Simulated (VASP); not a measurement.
A run of VASP 6.6.1 is set up as follows.

Contents of INCAR:

```
SYSTEM = Al2Cu
  ALGO = Fast
  EDIFF = 1E-7
  ENCUT = 520
  GGA = PS
  ISIF = 2
  ISMEAR = 0
  LASPH = .True.
  LCHARG = .False.
  LREAL = .False.
  LWAVE = .False.
  NBANDS = 26
  NELM = 60
  PREC = Accurate
  SIGMA = 0.15
```

File KPOINTS:

```
k-points
0
Gamma
  10 10 10
  0 0 0
```

File POSCAR:

```
Al2Cu
1.0
   -3.0864000000      3.0864000000      2.4138103907
    3.0864000000     -3.0864000000      2.4138103907
    3.0864000000      3.0864000000     -2.4138103907
Al Cu
4 2
Direct
    0.1593210787      0.6593210787      0.8186421574
    0.6593210787      0.8406789213      0.5000000000
    0.8406789213      0.3406789213      0.1813578426
    0.3406789213      0.1593210787      0.5000000000
    0.7500000000      0.7500000000      0.0000000000
    0.2500000000      0.2500000000      0.0000000000
```

Potentials or basis: VASP PAW PBE potentials, release 64 (Al, Cu).

Command:

```console
$ cat potpaw_PBE.64/Al/POTCAR potpaw_PBE.64/Cu/POTCAR > POTCAR
$ mpirun -np 1 vasp_std > vasp.out
```

Estimate the pressure.

-5.3 GPa.

Predict the largest force.

0.037 eV/Å.

What does it give for the band gap on the k mesh?

Zero (bands 17 and 18 overlap by 4.53 eV).

Stress tensor (GPa, compression positive):
```
-6.54  0.00  0.00
 0.00 -6.54  0.00
 0.00  0.00 -2.91
```

Caveat: the cell stands under tension; the PAW data sets were made with another functional, which shifts forces and pressure a little.
